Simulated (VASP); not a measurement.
Here is a VASP 6.6.1 calculation.

File INCAR:

```
SYSTEM = Pt
PREC = Accurate
ENCUT = 520
EDIFF = 1E-7
ISMEAR = -1
SIGMA = 0.15
LREAL = .False.
LASPH = .True.
NELM = 60
ALGO = Fast
ISIF = 2
LWAVE = .False.
LCHARG = .False.
GGA = CA
NBANDS = 17
```

The input KPOINTS:

```
Automatic mesh
0
Gamma
  18 18 10
  0 0 0
```

File POSCAR:

```
Pt
1.0
    2.7076865919      0.0000000000      0.0000000000
   -1.3538432960      2.3449253741      0.0000000000
    0.0000000000      0.0000000000      4.6137825076
Pt
2
Direct
    0.6666666667      0.3333333333      0.7500000000
    0.3333333333      0.6666666667      0.2500000000
```

Potentials or basis: VASP PAW LDA potentials, release 64 (Pt).

Launch:

```bash
$ cat potpaw_LDA.64/Pt/POTCAR > POTCAR
$ mpirun -np 1 vasp_std > vasp.out
```

Predict the band gap on the k mesh.

zero (bands 10 and 11 overlap by 1.45 eV).

Estimate the pressure.

5.8 GPa.

Stress tensor (GPa, compression positive):
```
5.96 0.00 0.00
0.00 5.96 0.00
0.00 0.00 5.58
```

Caveat: the cell stands under pressure; spin-orbit coupling is left out, which moves the levels of the heavy elements.
